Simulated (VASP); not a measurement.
Set up this calculation in VASP 6.6.1, as the native input.

```yaml
Task: single point
Functional: r2SCAN
Potentials_or_basis: VASP PAW PBE potentials, release 64 (Ga_d, As)
Cutoff: 520 eV
k_mesh: 8 × 8 × 8
Occupations: gaussian, width 0.01 eV
Spin: no spin polarisation
Dipole_correction: no
Further_INCAR_settings: ALGO = Normal; EDIFF = 1e-07; NBANDS = 16
```

Crystal: GaAs.

```
CELL_PARAMETERS angstrom
2.86089 2.86089 0.00000
-2.86089 2.86089 0.00000
0.00000 2.86089 2.86089
ATOMIC_POSITIONS crystal
Ga 0.00000 0.00000 0.00000
As 0.75000 0.25000 0.50000
```

The input as run:

POSCAR

```
GaAs
1.0
    2.8608912163      2.8608912163      0.0000000000
   -2.8608912163      2.8608912163      0.0000000000
    0.0000000000      2.8608912163      2.8608912163
Ga As
1 1
Direct
    0.0000000000      0.0000000000      0.0000000000
    0.7500000000      0.2500000000      0.5000000000
```

INCAR.step1

```
ALGO = Normal
EDIFF = 1E-4
ENCUT = 520
GGA = PE
ISMEAR = 0
LASPH = T
LCHARG = F
LREAL = F
LWAVE = T
NBANDS = 16
NELM = 100
PREC = Accurate
SIGMA = 0.01
```

INCAR.step2

```
ALGO = Normal
EDIFF = 1E-7
ENCUT = 520
ISIF = 2
ISMEAR = 0
ISTART = 1
LASPH = T
LCHARG = F
LMIXTAU = T
LREAL = F
LWAVE = F
METAGGA = R2SCAN
NBANDS = 16
NELM = 100
PREC = Accurate
SIGMA = 0.01
```

KPOINTS

```
k-points
0
Gamma
  8 8 8
```

Potentials or basis: VASP PAW PBE potentials, release 64 (Ga_d, As).

Launch:

```bash
$ cat potpaw_PBE.64/Ga_d/POTCAR potpaw_PBE.64/As/POTCAR > POTCAR
$ cp INCAR.step1 INCAR
$ mpirun -np 1 vasp_std > vasp.out
$ cp INCAR.step2 INCAR
$ mpirun -np 1 vasp_std > vasp.out
```

Results of the run:

```yaml
Pressure: -1.9 GPa
Band_gap_on_the_k_mesh: 0.71 eV, direct
```

Caveat: the PAW data sets were made with another functional, which shifts forces and pressure a little.

Wall time 41 s on 1 thread of Intel(R) Xeon(R) 6975P-C (Granite Rapids) (shared host), peak memory 0.18 GiB.
